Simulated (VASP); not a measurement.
Runs of VASP 6.6.1 on Sr. The structure is that of space group Im-3m (No. 229), or close to it. The cells are those of the table. 

```tsv
task	cell	cutoff (eV)	gap on the mesh (eV)	pressure (GPa)
single point	a = 4.127 Å, angles 109.5°, 1 atom	520	none	-0.7
single point	a = 4.007 Å, angles 109.5°, 1 atom	520	none	(a)
relaxation of cell and atoms	relaxed from a = 4.048 Å, angles 109.5°, 1 atom	600	none	0.0
single point	a = 4.048 Å, angles 109.5°, 1 atom	520	none	0.0
single point	a = 4.088 Å, angles 109.5°, 1 atom	520	none	-0.4
single point	a = 3.965 Å, angles 109.5°, 1 atom	520	none	0.9
```

Alike in all rows: level PBEsol; potentials or basis VASP PAW PBE potentials, release 64 (Sr_sv); no spin polarisation; k mesh 12 × 12 × 12; smearing gaussian 0.1 eV.

Estimate the missing entries.

(a) 0.4.

Caveats: the PAW data sets were made with another functional, which shifts forces and pressure a little.

A k mesh can miss the band edges, and the runs leave out spin-orbit coupling on Sr.

A gap of «none» marks levels without a gap at the run's occupations.
